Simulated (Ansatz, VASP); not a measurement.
# Two plane-wave programs on WS2

```
W S
1.0
     1.57389    0.90868    6.36930
    -1.57389    0.90868    6.36930
     0.00000   -1.81737    6.36930
W S
1 2
Cartesian
  0.0000 0.0000 -0.0128
  0.0000 0.0000 14.2923
  0.0000 0.0000 11.1589
```

Alike in both runs: functional PBEsol; k mesh 12 × 12 × 12; occupations gaussian, width 0.02 eV; no spin polarisation.

Ansatz relaxed the structure, and its values are those at the end. VASP's run is a single point on that final structure, the one shown.

|  | VASP | Ansatz |
| --- | --- | --- |
| version | VASP 6.6.1 | Ansatz 0.2.0 |
| potentials or method | VASP PAW PBE potentials, release 64 (W_sv, S), cutoff 520 eV | scalar-relativistic, plane waves, PAW |
| valence electrons in the cell | 26 | 26 |

Ansatz gave:

- gap on the k mesh at the Fermi level (eV): 1.15
- least direct gap on the mesh (eV): 1.93
- pressure (GPa): 0.0
- rms of the force components (eV/Å): 0.000

Question: What did VASP give for the same quantities?

Answer: gap on the k mesh at the Fermi level (eV): 1.16; least direct gap on the mesh (eV): 1.93; pressure (GPa): 0.1; rms of the force components (eV/Å): 0.009.

VASP's potentials were made for PBE, not for PBEsol, and Ansatz warns of the same on its side.

Spin-orbit coupling is off throughout.
